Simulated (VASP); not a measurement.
# NbCrC3 (Pm-3m) in VASP: single point with PBE

Aim: the single point of NbCrC3 with PBE.

Program: VASP 6.6.1. These are calculated values, not measurements. Logs are shortened: lines on timing, memory, paths and dates and some standing lists are left out, and cuts for length are marked.

## (1) The cell of the first run

It takes space group Pm-3m (No. 221, cubic). The conventional cell has a = 4.141 Å, b = 4.141 Å, c = 4.141 Å, α = 90.00°, β = 90.00°, γ = 90.00°. Within 2.7 Å of Nb (site symmetry m-3m) lie 6 C at 2.07 Å. Cr (site symmetry m-3m) has 12 C at 2.93 Å and 8 Nb at 3.59 Å within 3.9 Å. C (site symmetry 4/mmm) has 2 Nb at 2.07 Å within 2.7 Å.

## (2) Single point, PBE, collinear spin, ferromagnetic start

Input file INCAR:

```
SYSTEM = NbCrC3
PREC = Accurate ; ENCUT = 520
EDIFF = 1E-7 ; ISMEAR = 0
SIGMA = 0.1 ; LREAL = .FALSE.
LASPH = .TRUE. ; NELM = 150
ALGO = Normal ; ISIF = 2
LWAVE = .FALSE. ; LCHARG = .TRUE.
ISPIN = 2 ; MAGMOM = 0 4.2 0 0 0
LORBIT = 11 ; LMAXMIX = 4
GGA = PE ; LELF = .TRUE.
LVHAR = .TRUE. ; NBANDS = 30
```

Input file KPOINTS:

```
regular mesh
0
G
  10 10 10
  0 0 0
```

Input file POSCAR:

```
NbCrC3
1.0
    4.1408635615      0.0000000000      0.0000000000
    0.0000000000      4.1408635615      0.0000000000
    0.0000000000      0.0000000000      4.1408635615
Nb Cr C
1 1 3
Direct
    0.5000000000      0.5000000000      0.5000000000
    0.0000000000      0.0000000000      0.0000000000
    0.0000000000      0.5000000000      0.5000000000
    0.5000000000      0.0000000000      0.5000000000
    0.5000000000      0.5000000000      0.0000000000
```

Potentials or basis: VASP PAW PBE potentials, release 64 (Nb_sv, Cr_pv, C).

Command:

```sh
cat potpaw_PBE.64/Nb_sv/POTCAR potpaw_PBE.64/Cr_pv/POTCAR potpaw_PBE.64/C/POTCAR > POTCAR
mpirun -np 1 vasp_std > vasp.out
```

OUTCAR:

```text
SYSTEM = NbCrC3
   PREC = Accurate
   ENCUT = 520
   EDIFF = 1E-7
   ISMEAR = 0
   LREAL = .FALSE.
   LASPH = .TRUE.
   NELM = 150
   ISIF = 2
   ISPIN = 2
   LORBIT = 11
   GGA = PE

 ion  position               nearest neighbor table
   1  0.500  0.500  0.500-   3 2.07   4 2.07   5 2.07   5 2.07   4 2.07   3 2.07
   2  0.000  0.000  0.000-
   3  0.000  0.500  0.500-   1 2.07   1 2.07
   4  0.500  0.000  0.500-   1 2.07   1 2.07
   5  0.500  0.500  0.000-   1 2.07   1 2.07

  LATTYP: Found a simple cubic cell.
 ALAT       =     4.1408635615

  Lattice vectors:

 A1 = (   4.1408635615,   0.0000000000,   0.0000000000)
 A2 = (   0.0000000000,   4.1408635615,   0.0000000000)
 A3 = (   0.0000000000,   0.0000000000,   4.1408635615)

Analysis of symmetry for initial positions (statically):
=====================================================================
 Subroutine PRICEL returns:
 Original cell was already a primitive cell.

 Routine SETGRP: Setting up the symmetry group for a
 simple cubic supercell.

 Subroutine GETGRP returns: Found 48 space group operations
 (whereof 48 operations were pure point group operations)
 out of a pool of 48 trial point group operations.

The static configuration has the point symmetry O_h .

Analysis of symmetry for dynamics (positions and initial velocities):
=====================================================================
 Subroutine PRICEL returns:
 Original cell was already a primitive cell.

 Routine SETGRP: Setting up the symmetry group for a
 simple cubic supercell.

 Subroutine GETGRP returns: Found 48 space group operations
 (whereof 48 operations were pure point group operations)
 out of a pool of 48 trial point group operations.

The dynamic configuration has the point symmetry O_h .

Analysis of structural, dynamic, and magnetic symmetry:
=====================================================================
 Subroutine PRICEL returns:
 Original cell was already a primitive cell.

 Routine SETGRP: Setting up the symmetry group for a
 simple cubic supercell.

 Subroutine GETGRP returns: Found 48 space group operations
 (whereof 48 operations were pure point group operations)
 out of a pool of 48 trial point group operations.

The overall configuration has the point symmetry O_h .

 Subroutine INISYM returns: Found 48 space group operations
 (whereof 48 operations are pure point group operations),
 and found     1 'primitive' translations

----------------------------------------------------------------------------------------

                                     Primitive cell

  volume of cell :      71.0024

  direct lattice vectors                    reciprocal lattice vectors
     4.140863561  0.000000000  0.000000000     0.241495520  0.000000000  0.000000000
     0.000000000  4.140863561  0.000000000     0.000000000  0.241495520  0.000000000
     0.000000000  0.000000000  4.140863561     0.000000000  0.000000000  0.241495520

  length of vectors
     4.140863561  4.140863561  4.140863561     0.241495520  0.241495520  0.241495520

  position of ions in fractional coordinates (direct lattice)
     0.500000000  0.500000000  0.500000000
     0.000000000  0.000000000  0.000000000
     0.000000000  0.500000000  0.500000000
     0.500000000  0.000000000  0.500000000
     0.500000000  0.500000000  0.000000000

  ion indices of the primitive-cell ions
   primitive index   ion index
                 1           1
                 2           2
                 3           3
                 4           4
                 5           5

----------------------------------------------------------------------------------------

 KPOINTS: regular mesh

Automatic generation of k-mesh.
 Grid dimensions read from file:
 generate k-points for:   10   10   10

 Generating k-lattice:

  Cartesian coordinates                     Fractional coordinates (reciprocal lattice)
     0.024149552  0.000000000  0.000000000     0.100000000  0.000000000  0.000000000
     0.000000000  0.024149552  0.000000000     0.000000000  0.100000000  0.000000000
     0.000000000  0.000000000  0.024149552     0.000000000  0.000000000  0.100000000

  Length of vectors
     0.024149552  0.024149552  0.024149552

  Shift w.r.t. Gamma in fractional coordinates (k-lattice)
     0.000000000  0.000000000  0.000000000

 Subroutine IBZKPT returns following result:
 ===========================================

 Found     56 irreducible k-points:

 Following reciprocal coordinates:
            Coordinates               Weight
  0.000000  0.000000  0.000000      1.000000
  0.100000  0.000000  0.000000      6.000000
  0.200000  0.000000  0.000000      6.000000
  0.300000  0.000000  0.000000      6.000000
  0.400000  0.000000  0.000000      6.000000
  0.500000  0.000000  0.000000      3.000000
[... 16 lines left out ...]
  0.200000  0.100000  0.100000     24.000000
  0.300000  0.100000  0.100000     24.000000
 [... further k-points ...]
   k-points           NKPTS =     56   k-points in BZ     NKDIM =     56   number of bands    NBANDS=     30
   number of dos      NEDOS =    301   number of ions     NIONS =      5
   total plane-waves  NPLWV =  32768
   dimension x,y,z NGX =    32 NGY =   32 NGZ =   32
   dimension x,y,z NGXF=    64 NGYF=   64 NGZF=   64
   ions per type =               1   1   3
   NGX,Y,Z   is equivalent  to a cutoff of  12.85, 12.85, 12.85 a.u.
   NGXF,Y,Z  is equivalent  to a cutoff of  25.69, 25.69, 25.69 a.u.
 SYSTEM =  NbCrC3
   PREC   = accura    normal or accurate (medium, high low for compatibility)
   ISTART =      0    job   : 0-new  1-cont  2-samecut
   ICHARG =      2    charge: 1-file 2-atom 10-const
   ISPIN  =      2    spin polarized calculation?
   LNONCOLLINEAR =      F non collinear calculations
   LSORBIT =      F    spin-orbit coupling
   LASPH  =      T    aspherical Exc in radial PAW
   ENCUT  =  520.0 eV  38.22 Ry    6.18 a.u.   7.70  7.70  7.70*2*pi/ulx,y,z
   NELM   =    150;   NELMIN=  2; NELMDL= -5     # of ELM steps
   EDIFF  = 0.1E-06   stopping-criterion for ELM
   LREAL  =      F    real-space projection
   EDIFFG = 0.1E-05   stopping-criterion for IOM
   NSW    =      0    number of steps for IOM
   IBRION =     -1    ionic relax: 0-MD 1-quasi-New 2-CG
   NFREE  =      0    steps in history (QN), initial steepest desc. (CG)
   ISIF   =      2    stress and relaxation
   ISYM   =      2    0-nonsym 1-usesym 2-fastsym
   POTIM  = 0.5000    time-step for ionic-motion
   TEBEG  =    0.0;   TEEND  =   0.0 temperature during run
   PSTRESS=    0.0 pullay stress
   NELECT =      37.0000    total number of electrons
   NUPDOWN=      -1.0000    fix difference up-down
   EMIN   =  10.00;   EMAX   =-10.00  energy-range for DOS
   EFERMI =   0.00;   METHOD = LEGACY
   ISMEAR =     0;   SIGMA  =   0.10  broadening in eV -4-tet -1-fermi 0-gaus
   EFERMI_NEDOS =   21; number of points for ismear=-14 and -15
   IALGO  =     38    algorithm
   IMIX   =      4    mixing-type and parameters
     AMIX     =   0.40;   BMIX     =  1.00
     AMIX_MAG =   1.60;   BMIX_MAG =  1.00
  volume/ion in A,a.u.               =      14.20        95.83
  Fermi-wavevector in a.u.,A,eV,Ry     =   1.317400  2.489526 23.613510  1.735544
  Thomas-Fermi vector in A             =   2.447444
   LORBIT       =     11    0 simple, 1 ext, 2 COOP (PROOUT), +10 PAW based schemes
   GGA     = PE    functional components
   LHFCALC =     F    Hartree Fock is set to
   AEXX    =    0.0000 exact exchange contribution
   IVDW    =     0    specifies the selected vdW correction
   LEPSILON=     F    determine dielectric tensor
   LRPA    =     F    only Hartree local field effects (RPA)
 spin polarized calculation
 Gauss-broadening in eV      SIGMA  =   0.10
  energy-cutoff  :      520.00
  volume of cell :       71.00
 maximum number of plane-waves:      1936
 NGX is ok and might be reduce to    32
   NGX = 15   NGY = 15   NGZ = 15

 number of electron      36.9999994 magnetization      -0.1933907

 number of electron      36.9999994 magnetization       0.1344883

 Free energy of the ion-electron system (eV)
  ---------------------------------------------------
  ext. energy  EPLUGINS =         0.00000000
  ---------------------------------------------------
  free energy    TOTEN  =       -35.89048732 eV

  energy without entropy =      -35.85845308  energy(sigma->0) =      -35.87447020

 E-fermi :   5.6162     XC(G=0): -10.8481

 val. band max:        5.6158669824   @ k =   0.5000   0.4000   0.2000
 cond. band min:       5.6171941676   @ k =   0.1000   0.1000   0.0000
 fundamental gap:      0.0013271852
 Fermi energy:         5.6161800271

 spin component 1

 k-point     1 :       0.0000    0.0000    0.0000
  band No.  band energies     occupation
      1     -48.8562      1.00000
      2     -37.5254      1.00000
      3     -37.5252      1.00000
      4     -37.5251      1.00000
      5     -25.0922      1.00000
      6     -25.0922      1.00000
[... 781 lines left out ...]
     29      12.5387      0.00000
     30      13.0468      0.00000

 [... further k-points ...]

 spin component 2

 k-point     1 :       0.0000    0.0000    0.0000
  band No.  band energies     occupation
      1     -48.8434      1.00000
      2     -37.4706      1.00000
      3     -37.4705      1.00000
      4     -37.4705      1.00000
      5     -25.0776      1.00000
      6     -25.0776      1.00000
[... 781 lines left out ...]
     29      12.5536      0.00000
     30      13.1590      0.00000

 [... further k-points ...]

------------------------ aborting loop because EDIFF is reached ----------------------------------------

  FORCE on cell =-STRESS in cart. coord.  units (eV):
  Direction    XX          YY          ZZ          XY          YZ          ZX
  --------------------------------------------------------------------------------------
  -------------------------------------------------------------------------------------
  Total       -1.6625981     -1.6625981     -1.6625981     -0.0000000      0.0000000     -0.0000000
  in kB      -37.5167401    -37.5167401    -37.5167401     -0.0000000      0.0000000     -0.0000000
  external PRESSURE =     -37.5167401 kB  Pullay stress =       0.0000000 kB

 VOLUME and BASIS-vectors are now :
 -----------------------------------------------------------------------------
  energy-cutoff  :      520.00
  volume of cell :       71.00
      direct lattice vectors                 reciprocal lattice vectors
     4.140863561  0.000000000  0.000000000     0.241495520  0.000000000  0.000000000
     0.000000000  4.140863561  0.000000000     0.000000000  0.241495520  0.000000000
     0.000000000  0.000000000  4.140863561     0.000000000  0.000000000  0.241495520

 POSITION                                       TOTAL-FORCE (eV/Angst)
 -----------------------------------------------------------------------------------
      2.07043      2.07043      2.07043         0.000000      0.000000      0.000000
      0.00000      0.00000      0.00000         0.000000      0.000000      0.000000
      0.00000      2.07043      2.07043         0.000000      0.000000      0.000000
      2.07043      0.00000      2.07043         0.000000      0.000000      0.000000
      2.07043      2.07043      0.00000         0.000000      0.000000      0.000000
 -----------------------------------------------------------------------------------
    total drift:                                0.000000     -0.000000     -0.000000

  FREE ENERGIE OF THE ION-ELECTRON SYSTEM (eV)
  ---------------------------------------------------
  free  energy   TOTEN  =       -35.8904873202 eV

  energy  without entropy=      -35.8584530769  energy(sigma->0) =      -35.87447020

 total charge

# of ion       s       p       d       tot
------------------------------------------
    1        2.259   6.125   2.485  10.868
    2        0.140   6.064   3.979  10.183
    3        0.979   1.264   0.000   2.243
    4        0.979   1.264   0.000   2.243
    5        0.979   1.264   0.000   2.243
--------------------------------------------------
tot          5.334  15.982   6.464  27.780

 magnetization (x)

# of ion       s       p       d       tot
------------------------------------------
    1       -0.001  -0.001   0.021   0.019
    2        0.001   0.001   0.085   0.086
    3       -0.005  -0.002   0.000  -0.007
    4       -0.005  -0.002   0.000  -0.007
    5       -0.005  -0.002   0.000  -0.007
--------------------------------------------------
tot         -0.017  -0.005   0.106   0.084
```

Wall time 7.2 min (1 thread of Intel Xeon Platinum 8259CL at 2.50GHz (Skylake/Cascade Lake), shared host); peak memory 0.33 GiB.

What came out:

```
Free energy                                           : -35.8905 eV
Pressure                                              : -3.8 GPa
Net moment                                            : 0.13 μB per cell
Site moments                                          : Nb +0.02; Cr +0.09; C -0.01 μB
Valence electrons inside the program's atomic spheres : Nb 10.87; Cr 10.18; C 2.24
```

Caveat: the cell stands under tension.
